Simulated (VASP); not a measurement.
**Pd: relaxation of cell and atoms with LDA**

Pd:

```
CELL_PARAMETERS angstrom
2.75000 0.00000 0.00000
-1.37500 2.38157 0.00000
0.00000 0.00000 4.49075
ATOMIC_POSITIONS crystal
Pd 0.33333 0.66667 0.25000
Pd 0.66667 0.33333 0.75000
```

| Property | Result |
| --- | --- |
| Program | VASP 6.6.1 |
| Task | relaxation of cell and atoms |
| Functional | LDA |
| Potentials or basis | VASP PAW LDA potentials, release 64 (Pd) |
| Cutoff | 600 eV |
| k mesh | 10 × 10 × 6 |
| Occupations | fermi-dirac, width 0.05 eV |
| Spin | no spin polarisation |
| Target pressure | 20 GPa |
| Dipole correction | no |
| Further INCAR settings | ALGO = Normal; EDIFF = 1e-06; IBRION = 2; EDIFFG = -0.02; NSW = 60; ISIF = 3 |

```json
{
  "Relaxed volume": "13.23 Å³/atom",
  "Relaxed cell": "a = 2.632 Å, b = 2.632 Å, c = 4.411 Å, α = 90.00°, β = 90.00°, γ = 120.00°",
  "Space group after relaxing (to 0.05 Å)": "P6_3/mmc (No. 194)",
  "Energy change on relaxing (the enthalpy is what falls)": "+44.1 meV/atom",
  "Ionic steps": "10",
  "Pressure after relaxing": "20.0 GPa",
  "Band gap on the k mesh": "zero (band 10 reaches 11.89 eV, above the bottom of band 11 at 10.77 eV)"
}
```

The path:
| step | energy change (eV) | largest force (eV/Å) | pressure (GPa) | volume (Å³) |
| --- | --- | --- | --- | --- |
| 1 | 0.0000 | 0.0000 | -6.55 | 29.41 |
| 2 | 3.4064 | 0.0000 | 188.72 | 20.21 |
| 3 | 0.0649 | 0.0000 | 16.95 | 26.72 |
| 4 | 0.0844 | 0.0000 | 19.00 | 26.55 |
| 5 | 0.0963 | 0.0000 | 20.21 | 26.45 |
| 6 | 0.0914 | 0.0000 | 20.26 | 26.44 |
| 7 | 0.0914 | 0.0000 | 20.30 | 26.44 |
| 8 | 0.0914 | 0.0000 | 20.31 | 26.44 |
| 9 | 0.0806 | 0.0000 | 19.24 | 26.53 |
| 10 | 0.0882 | 0.0000 | 19.99 | 26.47 |

Final structure:
```cif
data_structure
_symmetry_space_group_name_H-M 'P 1'
_symmetry_Int_Tables_number 1
_cell_length_a 2.6321
_cell_length_b 2.6321
_cell_length_c 4.4115
_cell_angle_alpha 90.000
_cell_angle_beta 90.000
_cell_angle_gamma 120.000
_cell_volume 26.47
loop_
_atom_site_label
_atom_site_type_symbol
_atom_site_fract_x
_atom_site_fract_y
_atom_site_fract_z
_atom_site_occupancy
Pd1 Pd 0.33333 0.66667 0.25000 1
Pd2 Pd 0.66667 0.33333 0.75000 1
```

Levels at points of the mesh, in eV from the Fermi level:
```
           k point  band 6  band 7  band 8  band 9  band 10  band 11  band 12  band 13  band 14
(0.00, 0.00, 0.00)   -2.90   -2.90   -1.98   -1.98    -0.28    -0.28     0.43     7.74    17.18
(0.50, 0.00, 0.00)   -2.64   -2.21    0.05    0.07     0.29     2.79     4.99    10.30    10.53
(0.00, 0.00, 0.50)   -3.36   -3.36   -3.36   -0.83    -0.83    -0.83    -0.83    14.76    14.76
(0.50, 0.00, 0.50)   -1.86   -0.63   -0.63    0.20     0.20     2.61     2.61     9.17     9.17
```

Run time: 40 s on 1 thread of Intel(R) Xeon(R) 6975P-C (Granite Rapids) (shared host), peak memory 0.17 GiB.

Caveat: the cell is relaxed towards a set pressure, so the enthalpy falls and the energy may rise.
